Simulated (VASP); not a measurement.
Crystal: Y2LuN3.

```xyz
6
Lattice="3.5656 0.0000 0.0000 0.0000 3.5656 0.0000 0.0000 0.0000 7.8552" Properties=species:S:1:pos:R:3 pbc="T T T"
Y     0.0000    1.7828    5.7941
Y     1.7828    0.0000    2.0611
Lu    0.0000    0.0000    0.0000
N     1.7828    1.7828    0.0000
N     0.0000    1.7828    2.9742
N     1.7828    0.0000    4.8810
```

The cell was built from a structure type or drawn by symmetry, and may not be a known phase.

```yaml
Program: VASP 6.6.1
Task: relaxation of cell and atoms
Functional: PBE
Potentials_or_basis: VASP PAW PBE potentials, release 64 (Y_sv, Lu, N)
Cutoff: 600 eV
k_mesh: 6 × 6 × 2
Occupations: gaussian, width 0.1 eV
Spin: no spin polarisation
```

At the start: pressure -10.5 GPa; volume 16.64 Å³/atom.

Question: How do energy, volume and symmetry change on relaxing?

Answer: Over 18 steps the energy falls by 1365.1 meV/atom and the volume is 16.92 Å³/atom (+1.7 %); space group P-4m2 (No. 115, to 0.1 Å) before and after.

Step by step:
```tsv
step	energy change (eV)	largest force (eV/Å)	pressure (GPa)	volume (Å³)
1	0.0000	7.5049	-10.55	99.87
2	-6.0793	4.1195	9.55	84.51
3	-6.3141	3.0116	20.88	81.31
4	-7.6596	1.4536	-5.63	97.20
5	-7.8944	0.7956	-0.32	92.66
6	-7.8947	0.7607	0.00	92.43
7	-7.9646	0.6865	0.78	92.88
8	-8.0842	0.4157	3.75	94.21
9	-8.1262	0.3325	1.85	95.90
10	-8.1545	0.1622	-1.16	98.90
11	-8.1680	0.0729	-1.00	99.50
12	-8.1824	0.1813	-0.63	100.88
13	-8.1829	0.2060	-0.47	101.18
14	-8.1876	0.0903	0.49	100.74
15	-8.1877	0.0838	0.60	100.69
16	-8.1900	0.0495	0.24	101.12
17	-8.1907	0.0410	-0.11	101.59
18	-8.1908	0.0343	-0.08	101.55
```

Final structure:
```cif
data_structure
_symmetry_space_group_name_H-M 'P 1'
_symmetry_Int_Tables_number 1
_cell_length_a 3.3315
_cell_length_b 3.3315
_cell_length_c 9.1490
_cell_angle_alpha 90.000
_cell_angle_beta 90.000
_cell_angle_gamma 90.000
_cell_volume 101.55
loop_
_atom_site_label
_atom_site_type_symbol
_atom_site_fract_x
_atom_site_fract_y
_atom_site_fract_z
_atom_site_occupancy
Y1 Y 0.00000 0.50000 0.63391 1
Y2 Y 0.50000 0.00000 0.36609 1
Lu1 Lu 0.00000 0.00000 0.00000 1
N1 N 0.50000 0.50000 0.00000 1
N2 N 0.00000 0.50000 0.37718 1
N3 N 0.50000 0.00000 0.62282 1
```

Caveat: the k points lie up to 0.34 Å⁻¹ apart in the final cell; a cell axis changed by over 15 % at a fixed basis, so the end point is rough.
